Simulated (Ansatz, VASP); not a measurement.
Two plane-wave programs on ZnSe

INCAR

```
ALGO = Normal
EDIFF = 1E-7
ENCUT = 520
GGA = PE
ISIF = 2
ISMEAR = 0
LASPH = T
LCHARG = F
LREAL = F
LWAVE = F
NBANDS = 16
NELM = 80
PREC = Accurate
SIGMA = 0.02
```

The input KPOINTS:

```
k-points
0
Gamma
  8 8 8
```

POSCAR

```
ZnSe
1.0
    0.0000000000      2.8658805874      2.8658805874
    2.8658805874      0.0000000000      2.8658805874
    2.8658805874      2.8658805874      0.0000000000
Zn Se
1 1
Direct
    0.0000000000      0.0000000000      0.0000000000
    0.7500000000      0.7500000000      0.7500000000
```

Input for Ansatz:

```yaml
crystal:
  lattice:
    - [0.0, 2.8658805874, 2.8658805874]
    - [2.8658805874, 0.0, 2.8658805874]
    - [2.8658805874, 2.8658805874, 0.0]
  atoms:
    - { symbol: Zn, position: [0.0, 0.0, 0.0] }
    - { symbol: Se, position: [0.75, 0.75, 0.75] }
basis:
  ecutwfc: 420
  xc_grid: 2
kpoints:
  mp_grid: { grid: [8, 8, 8] }
  band_path: { path: [VBM, CBM], npoints: 2 }
hamiltonian:
  xc: pbe
scf:
  occupations: { method: gaussian, width: 0.02 }
output:
  forces: true
  stress: true
  eigenvalues: true
```

Alike in both runs: task single point; functional PBE; k mesh 8 × 8 × 8; occupations gaussian, width 0.02 eV; no spin polarisation.

|  | VASP | Ansatz |
| --- | --- | --- |
| version | VASP 6.6.1 | Ansatz 0.2.0 |
| potentials or method | VASP PAW PBE potentials, release 64 (Zn, Se), cutoff 520 eV | scalar-relativistic, plane waves, PAW |
| valence electrons in the cell | 18 | 28 |

|  | VASP | Ansatz | Ansatz less VASP |
| --- | --- | --- | --- |
| gap on the k mesh at the Fermi level (eV) | 1.16 | 1.15 | -0.001 |
| least direct gap on the mesh (eV) | 1.16 | 1.15 | -0.001 |
| pressure (GPa) | 0.2 | 0.0 | -0.20 |

VASP's potentials hold 18 valence electrons a cell and Ansatz's 28, so a difference there can come from the potentials and not from the codes.
